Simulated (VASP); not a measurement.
## MoS2: single point with PBEsol

Crystal: MoS2.

```xyz
6
Lattice="-3.1414 0.0000 0.0000 -1.5707 -2.7206 0.0000 0.0000 0.0000 12.2788" Properties=species:S:1:pos:R:3 pbc="T T T"
Mo   -1.5707   -0.9069    3.1447
Mo   -3.1414   -1.8137    9.4341
S    -1.5707   -0.9069    7.8750
S    -3.1414   -1.8137    1.5856
S    -1.5707   -0.9069   10.9932
S    -3.1414   -1.8137    4.7038
```

* Program: VASP 6.6.1
* Task: single point
* Functional: PBEsol
* Potentials or basis: VASP PAW PBE potentials, release 64 (Mo_sv, S)
* Cutoff: 520 eV
* k mesh: 10 × 10 × 2
* Occupations: gaussian, width 0.05 eV
* Spin: no spin polarisation

```
Pressure               : 0.3 GPa
Largest force          : 0.073 eV/Å
Band gap on the k mesh : 0.87 eV, indirect (least direct gap 1.94 eV)
```

Forces in eV/Å, atoms in the order of the input:
```
Mo   0.000  0.000  0.037
Mo   0.000  0.000 -0.037
S    0.000  0.000  0.002
S    0.000  0.000  0.073
S    0.000  0.000 -0.073
S    0.000  0.000 -0.002
```

Stress tensor (GPa, compression positive):
```
0.07 0.00 0.00
0.00 0.07 0.00
0.00 0.00 0.62
```

Levels at points of the mesh, in eV from the valence-band top:
```tsv
k point	band 23	band 24	band 25	band 26	band 27	band 28	band 29	band 30
(0.00, 0.00, 0.00)	-2.15	-1.27	-1.23	0.00	2.15	2.15	2.18	2.18
(0.50, 0.00, 0.00)	-1.72	-1.50	-1.47	-1.34	1.67	1.72	2.05	2.35
(0.00, 0.00, 0.50)	-2.17	-2.17	-0.41	-0.18	2.15	2.15	2.17	2.17
(0.50, 0.00, 0.50)	-1.65	-1.58	-1.42	-1.38	1.69	1.70	2.19	2.24
```

Wall time 62 s on 1 thread of Intel(R) Xeon(R) Platinum 8559C (Emerald Rapids), with other jobs on the host, peak memory 0.26 GiB.

Caveat: the PAW data sets were made with another functional, which shifts forces and pressure a little; this functional lacks dispersion, which binds the layers, so the pressure and a relaxed spacing across them are unreliable. A hybrid or GW would open this gap; PBEsol tends to underestimate it.
